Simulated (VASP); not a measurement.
# BN in VASP: a series of runs

Runs on BN. Level: PBEsol+D3(BJ). Tasks: single point.

Everything below comes from runs of VASP 6.6.1. Logs are shortened: lines on timing, memory, paths and dates and some standing lists are left out, and cuts for length are marked.

### Step 1. The cell of the first run

The typed cell holds 2 atoms: a = 2.494 Å, b = 2.494 Å, c = 3.336 Å, α = 90.02°, β = 111.94°, γ = 120.00°.

### Step 2. Single point, PBEsol+D3(BJ) (8.11 Å³/atom)

INCAR reads:

```
SYSTEM = BN
ALGO = Normal ; EDIFF = 1E-6
ENCUT = 520 ; GGA = PS
ISIF = 2 ; ISMEAR = 0
IVDW = 12 ; LASPH = .True.
LCHARG = .True. ; LELF = .True.
LREAL = .False. ; LVHAR = .True.
LWAVE = .False. ; NBANDS = 11
NELM = 100 ; PREC = Accurate
SIGMA = 0.02
```

KPOINTS reads:

```
k-points
0
Gamma
  12 12 12
  0 0 0
```

POSCAR reads:

```
BN
1.0
    2.4824947669      0.0026224830     -0.2423768797
   -1.2316720373      2.1554084873      0.2423570963
   -0.9513327392     -0.8901253096      3.0709512452
B N
1 1
Direct
    0.9916457674      0.9917267245     -0.0052415009
    0.6565032326      0.3241572755      0.9920465009
```

Potentials or basis: VASP PAW PBE potentials, release 64 (B, N).

The run is started by

```sh
$ cat potpaw_PBE.64/B/POTCAR potpaw_PBE.64/N/POTCAR > POTCAR
$ mpirun -np 1 vasp_std > vasp.out
```

OUTCAR:

```text
SYSTEM = BN
   EDIFF = 1E-6
   ENCUT = 520
   GGA = PS
   ISIF = 2
   ISMEAR = 0
   IVDW = 12
   LASPH = .True.
   LREAL = .False.
   NELM = 100
   PREC = Accurate
 IVDW          = 12

 ion  position               nearest neighbor table
   1  0.992  0.992  0.995-   2 1.44   2 1.44   2 1.44
   2  0.657  0.324  0.992-   1 1.44   1 1.44   1 1.44

  LATTYP: Found a base centered monoclinic cell.
 ALAT       =     4.3202418517
 B/A-ratio  =     0.5773576289
 C/A-ratio  =     0.9639896612
 COS(beta)  =    -0.6912928879

  Lattice vectors:

 A1 = (   1.2316720373,  -2.1554084873,  -0.2423570963)
 A2 = (   2.4824947669,   0.0026224830,  -0.2423768797)
 A3 = (  -2.1830047765,   1.2652831777,   3.3133083415)

Analysis of symmetry for initial positions (statically):
=====================================================================
 Subroutine PRICEL returns:
 Original cell was already a primitive cell.

 Routine SETGRP: Setting up the symmetry group for a
 base centered monoclinic supercell.

 Subroutine GETGRP returns: Found  2 space group operations
 (whereof  1 operations were pure point group operations)
 out of a pool of  4 trial point group operations.

The static configuration has the point symmetry C_1 .
 The point group associated with its full space group is C_1h.

Analysis of symmetry for dynamics (positions and initial velocities):
=====================================================================
 Subroutine PRICEL returns:
 Original cell was already a primitive cell.

 Routine SETGRP: Setting up the symmetry group for a
 base centered monoclinic supercell.

 Subroutine GETGRP returns: Found  2 space group operations
 (whereof  1 operations were pure point group operations)
 out of a pool of  4 trial point group operations.

The dynamic configuration has the point symmetry C_1 .
 The point group associated with its full space group is C_1h.

 Subroutine INISYM returns: Found  2 space group operations
 (whereof  1 operations are pure point group operations),
 and found     1 'primitive' translations

----------------------------------------------------------------------------------------

                                     Primitive cell

  volume of cell :      16.2142

  direct lattice vectors                    reciprocal lattice vectors
     2.482494767  0.002622483 -0.242376880     0.421538125  0.219058196  0.194080666
    -1.231672037  2.155408487  0.242357096     0.012809322  0.455962178  0.136130264
    -0.951332739 -0.890125310  3.070951245     0.032259276 -0.018694868  0.330206653

  length of vectors
     2.494300242  2.494301248  3.335880483     0.513174619  0.476022095  0.332304969

  position of ions in fractional coordinates (direct lattice)
     0.991645767  0.991726724  0.994758499
     0.656503233  0.324157275  0.992046501

  ion indices of the primitive-cell ions
   primitive index   ion index
                 1           1
                 2           2

----------------------------------------------------------------------------------------

 KPOINTS: k-points

Automatic generation of k-mesh.
 Grid dimensions read from file:
 generate k-points for:   12   12   12

 Generating k-lattice:

  Cartesian coordinates                     Fractional coordinates (reciprocal lattice)
     0.035128177  0.018254850  0.016173389     0.083333333 -0.000000000  0.000000000
     0.001067444  0.037996848  0.011344189    -0.000000000  0.083333333  0.000000000
     0.002688273 -0.001557906  0.027517221     0.000000000  0.000000000  0.083333333

  Length of vectors
     0.042764552  0.039668508  0.027692081

  Shift w.r.t. Gamma in fractional coordinates (k-lattice)
     0.000000000  0.000000000  0.000000000

 Subroutine IBZKPT returns following result:
 ===========================================

 Found    476 irreducible k-points:

 Following reciprocal coordinates:
            Coordinates               Weight
  0.000000  0.000000  0.000000      1.000000
  0.083333 -0.000000 -0.000000      4.000000
  0.166667 -0.000000 -0.000000      4.000000
  0.250000 -0.000000 -0.000000      4.000000
  0.333333 -0.000000 -0.000000      4.000000
  0.416667 -0.000000 -0.000000      4.000000
[... 16 lines left out ...]
  0.250000  0.166667 -0.000000      4.000000
  0.333333  0.166667 -0.000000      4.000000
 [... further k-points ...]
   k-points           NKPTS =    476   k-points in BZ     NKDIM =    476   number of bands    NBANDS=     11
   number of dos      NEDOS =    301   number of ions     NIONS =      2
   total plane-waves  NPLWV =  11200
   dimension x,y,z NGX =    20 NGY =   20 NGZ =   28
   dimension x,y,z NGXF=    40 NGYF=   40 NGZF=   56
   ions per type =               1   1
   NGX,Y,Z   is equivalent  to a cutoff of  13.33, 13.33, 13.95 a.u.
   NGXF,Y,Z  is equivalent  to a cutoff of  26.66, 26.66, 27.91 a.u.
 SYSTEM =  BN
   PREC   = accura    normal or accurate (medium, high low for compatibility)
   ISTART =      0    job   : 0-new  1-cont  2-samecut
   ICHARG =      2    charge: 1-file 2-atom 10-const
   ISPIN  =      1    spin polarized calculation?
   LNONCOLLINEAR =      F non collinear calculations
   LSORBIT =      F    spin-orbit coupling
   LASPH  =      T    aspherical Exc in radial PAW
   ENCUT  =  520.0 eV  38.22 Ry    6.18 a.u.   4.64  4.64  6.20*2*pi/ulx,y,z
   NELM   =    100;   NELMIN=  2; NELMDL= -5     # of ELM steps
   EDIFF  = 0.1E-05   stopping-criterion for ELM
   LREAL  =      F    real-space projection
   EDIFFG = 0.1E-04   stopping-criterion for IOM
   NSW    =      0    number of steps for IOM
   IBRION =     -1    ionic relax: 0-MD 1-quasi-New 2-CG
   NFREE  =      0    steps in history (QN), initial steepest desc. (CG)
   ISIF   =      2    stress and relaxation
   ISYM   =      2    0-nonsym 1-usesym 2-fastsym
   POTIM  = 0.5000    time-step for ionic-motion
   TEBEG  =    0.0;   TEEND  =   0.0 temperature during run
   PSTRESS=    0.0 pullay stress
   NELECT =       8.0000    total number of electrons
   NUPDOWN=      -1.0000    fix difference up-down
   EMIN   =  10.00;   EMAX   =-10.00  energy-range for DOS
   EFERMI =   0.00;   METHOD = LEGACY
   ISMEAR =     0;   SIGMA  =   0.02  broadening in eV -4-tet -1-fermi 0-gaus
   EFERMI_NEDOS =   21; number of points for ismear=-14 and -15
   IALGO  =     38    algorithm
   IMIX   =      4    mixing-type and parameters
     AMIX     =   0.40;   BMIX     =  1.00
     AMIX_MAG =   1.60;   BMIX_MAG =  1.00
  volume/ion in A,a.u.               =       8.11        54.71
  Fermi-wavevector in a.u.,A,eV,Ry     =   1.293620  2.444588 22.768710  1.673453
  Thomas-Fermi vector in A             =   2.425254
   LORBIT       =      0    0 simple, 1 ext, 2 COOP (PROOUT), +10 PAW based schemes
   GGA     = PS    functional components
   LHFCALC =     F    Hartree Fock is set to
   AEXX    =    0.0000 exact exchange contribution
   IVDW    =    12    specifies the selected vdW correction
   LEPSILON=     F    determine dielectric tensor
   LRPA    =     F    only Hartree local field effects (RPA)
 non-spin polarized calculation
 Gauss-broadening in eV      SIGMA  =   0.02
  energy-cutoff  :      520.00
  volume of cell :       16.21
 maximum number of plane-waves:       456
   NGX =  9   NGY =  9   NGZ = 13

 number of electron       7.9999999 magnetization

 Free energy of the ion-electron system (eV)
  ---------------------------------------------------
  ext. energy  EPLUGINS =         0.00000000
  ---------------------------------------------------
  free energy    TOTEN  =       -18.25513820 eV

  energy without entropy =      -18.25513820  energy(sigma->0) =      -18.25513820

 E-fermi :   3.2748     XC(G=0): -10.9911

 val. band max:        3.1415286458   @ k =   0.3333   0.4167  -0.0000
 cond. band min:       6.9784026217   @ k =   0.5000   0.5000   0.5000
 fundamental gap:      3.8368739759
 Fermi energy:         3.2748359307

 k-point     1 :       0.0000    0.0000    0.0000
  band No.  band energies     occupation
      1     -14.9112      2.00000
      2      -0.4202      2.00000
      3       1.8340      2.00000
      4       1.8341      2.00000
      5       8.8640      0.00000
      6      14.8187      0.00000
      7      14.8192      0.00000
      8      16.4278      0.00000
      9      18.6018      0.00000
     10      29.1955      0.00000
     11      31.7609      0.00000

 k-point     2 :       0.0833   -0.0000   -0.0000
  band No.  band energies     occupation
      1     -14.7553      2.00000
      2      -0.3978      2.00000
      3       1.2735      2.00000
      4       1.5609      2.00000
      5       9.3093      0.00000
      6      14.7082      0.00000
      7      15.4165      0.00000
      8      15.9635      0.00000
      9      19.0434      0.00000
     10      29.0077      0.00000
     11      29.6246      0.00000

 k-point     3 :       0.1667   -0.0000   -0.0000
  band No.  band energies     occupation
      1     -14.2981      2.00000
      2      -0.3755      2.00000
      3      -0.0296      2.00000
      4       0.8964      2.00000
      5      10.3940      0.00000
      6      14.1236      0.00000
      7      15.0528      0.00000
      8      17.0319      0.00000
      9      20.1154      0.00000
     10      26.1151      0.00000
     11      29.9331      0.00000
[... 267 lines left out ...]
 k-point    23 :       0.2500    0.1667   -0.0000
  band No.  band energies     occupation
      1     -12.3410      2.00000
      2      -3.7480      2.00000
      3      -1.7428      2.00000
      4       1.0551      2.00000
      5       9.5404      0.00000
      6      14.4916      0.00000
      7      16.2213      0.00000
      8      19.6711      0.00000
      9      21.2638      0.00000
     10      24.7799      0.00000
     11      28.2464      0.00000

 k-point    24 :       0.3333    0.1667   -0.0000
  band No.  band energies     occupation
      1     -11.5132      2.00000
      2      -4.9215      2.00000
      3      -2.3183      2.00000
      4       1.6953      2.00000
      5       7.9556      0.00000
      6      14.7978      0.00000
      7      17.0030      0.00000
      8      20.6785      0.00000
      9      22.3489      0.00000
     10      25.5080      0.00000
     11      28.1234      0.00000

 [... further k-points ...]

------------------------ aborting loop because EDIFF is reached ----------------------------------------

 Edisp (eV)   -0.22432

 E8    (eV) :    -0.1118

  FORCE on cell =-STRESS in cart. coord.  units (eV):
  Direction    XX          YY          ZZ          XY          YZ          ZX
  --------------------------------------------------------------------------------------
  -------------------------------------------------------------------------------------
  Total       0.33895     0.33935     0.26224     0.00035     0.00464    -0.00801
  in kB      33.49264    33.53210    25.91276     0.03432     0.45853    -0.79163
  external pressure =       30.98 kB  Pullay stress =        0.00 kB

 VOLUME and BASIS-vectors are now :
 -----------------------------------------------------------------------------
  energy-cutoff  :      520.00
  volume of cell :       16.21
      direct lattice vectors                 reciprocal lattice vectors
     2.482494767  0.002622483 -0.242376880     0.421538125  0.219058196  0.194080666
    -1.231672037  2.155408487  0.242357096     0.012809322  0.455962178  0.136130264
    -0.951332739 -0.890125310  3.070951245     0.032259276 -0.018694868  0.330206653

 POSITION                                       TOTAL-FORCE (eV/Angst)
 -----------------------------------------------------------------------------------
      0.29393      1.25472      3.05485        -0.000055      0.000032      0.000353
      0.28674     -0.18263      2.96597         0.000055     -0.000032     -0.000353
 -----------------------------------------------------------------------------------
    total drift:                                0.000006     -0.000009      0.000098

  FREE ENERGIE OF THE ION-ELECTRON SYSTEM (eV)
  ---------------------------------------------------
  free  energy   TOTEN  =       -18.4794579686 eV

  energy  without entropy=      -18.4794579686  energy(sigma->0) =      -18.47945797
```

Wall time 2.2 min (1 thread of AMD EPYC 7R13, shared host); peak memory 0.18 GiB.

What came out:

```yaml
Free_energy: -18.4795 eV
Pressure: 3.1 GPa
Band_gap_on_the_k_mesh: 3.84 eV (least direct gap 4.71 eV)
Dispersion_energy_per_atom: -0.112 eV
```

Levels at points of the mesh, in eV from the valence-band top:
```
           k point  band 2  band 3  band 4  band 5  band 6  band 7
(0.00, 0.00, 0.00)   -3.56   -1.31   -1.31    5.72   11.68   11.68
(0.50, 0.00, 0.00)   -8.88   -4.26   -1.53    3.84    9.73   14.97
(0.00, 0.50, 0.00)   -9.16   -4.10   -0.46    5.33   10.16   13.45
(0.50, 0.50, 0.00)   -9.16   -4.10   -0.46    5.33   10.15   13.45
(0.00, 0.00, 0.50)   -6.92   -1.36   -1.36   11.18   11.51   11.51
(0.50, 0.50, 0.50)   -8.88   -4.26   -1.53    3.84    9.73   14.98
```

Caveat: the cell stands under pressure; the PAW data sets were made with another functional, which shifts forces and pressure a little.

### Step 3. Single point, PBEsol+D3(BJ) (8.37 Å³/atom)

This run uses another cell than the first one, of 8.37 Å³/atom.

INCAR reads:

```
PREC = Accurate ; ENCUT = 520
EDIFF = 1E-6 ; ISMEAR = 0
SIGMA = 0.02 ; LREAL = False
LASPH = True ; NELM = 80
ALGO = Normal ; ISIF = 2
LWAVE = False ; LCHARG = False
GGA = PS ; IVDW = 12
NBANDS = 11
```

KPOINTS reads:

```
Automatic mesh
0
Gamma
  12 12 12
```

POSCAR reads:

```
BN
1.0
    2.4857926892      0.0025618774     -0.2415144391
   -1.2333686970      2.1582426184      0.2414455136
   -0.9429993288     -0.8968744846      3.1580260113
B N
1 1
Direct
    0.9913789890      0.9915935114     -0.0056414556
    0.6567700110      0.3242904886      0.9924464556
```

Potentials or basis: VASP PAW PBE potentials, release 64 (B, N).

The run is started by

```sh
$ cat potpaw_PBE.64/B/POTCAR potpaw_PBE.64/N/POTCAR > POTCAR
$ mpirun -np 1 vasp_std > vasp.out
```

Run time: 4.3 min. Hardware: 1 thread of AMD EPYC 7R13, shared host; peak memory 0.24 GiB.

Results (log left out):

| Item | Value |
| --- | --- |
| Free energy | -18.4859 eV |
| Pressure | 1.5 GPa |
| Band gap on the k mesh | 3.93 eV (least direct gap 4.68 eV) |
| Dispersion energy per atom | -0.109 eV |

Stress tensor (GPa, compression positive):
```
 1.73  0.01 -0.08
 0.01  1.74  0.05
-0.08  0.05  1.02
```

Levels at points of the mesh, in eV from the valence-band top:
| k point | band 2 | band 3 | band 4 | band 5 | band 6 | band 7 |
| --- | --- | --- | --- | --- | --- | --- |
| (0.00, 0.00, 0.00) | -3.74 | -1.29 | -1.29 | 5.50 | 11.67 | 11.67 |
| (0.50, 0.00, 0.00) | -8.85 | -4.21 | -1.42 | 3.94 | 9.77 | 14.71 |
| (0.00, 0.50, 0.50) | -8.85 | -4.21 | -1.42 | 3.94 | 9.77 | 14.71 |
| (0.00, 0.50, 0.00) | -9.08 | -4.08 | -0.50 | 5.30 | 10.06 | 13.29 |
| (0.50, 0.00, 0.50) | -9.08 | -4.08 | -0.50 | 5.30 | 10.06 | 13.29 |
| (0.50, 0.50, 0.00) | -9.08 | -4.08 | -0.49 | 5.32 | 10.06 | 13.28 |
| (0.00, 0.00, 0.50) | -6.70 | -1.33 | -1.33 | 10.90 | 11.53 | 11.53 |
| (0.50, 0.50, 0.50) | -8.85 | -4.21 | -1.43 | 3.93 | 9.77 | 14.72 |

Caveat: the PAW data sets were made with another functional, which shifts forces and pressure a little. A k mesh can miss the band edges.

(Continued in part 2 of 2.)
